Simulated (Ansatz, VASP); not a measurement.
# Two plane-wave programs on Br

```xyz
3
Lattice="5.1813 0.0934 0.2826 -1.4640 3.8692 -0.1959 -2.5778 -0.0901 5.7186" Properties=species:S:1:pos:R:3 pbc="T T T"
Br    0.6744   -0.4305    6.2826
Br    3.3985    1.8529    2.7020
Br   -0.5553    0.6684    4.3543
```

Alike in both runs: functional PBE; k mesh 4 × 4 × 4; occupations gaussian, width 0.1 eV; no spin polarisation.

Ansatz relaxed the structure, and its values are those at the end. VASP's run is a single point on that final structure, the one shown.

|  | VASP | Ansatz |
| --- | --- | --- |
| version | VASP 6.6.1 | Ansatz 0.2.0 |
| potentials or method | VASP PAW PBE potentials, release 64 (Br), cutoff 520 eV | scalar-relativistic, plane waves, PAW |
| valence electrons in the cell | 21 | 21 |

|  | VASP | Ansatz | Ansatz less VASP |
| --- | --- | --- | --- |
| gap on the k mesh at the Fermi level (eV) | none | none | - |
| pressure (GPa) | 0.1 | 0.1 | 0.00 |
| rms of the force components (eV/Å) | 0.019 | 0.019 | +0.0006 |

A gap of «none» marks a metal or a gap that the smearing closes. The functional is the same, so the differences come from potentials, cutoffs and numerics.

The k mesh is coarse, so the values compare programs but aren't converged.
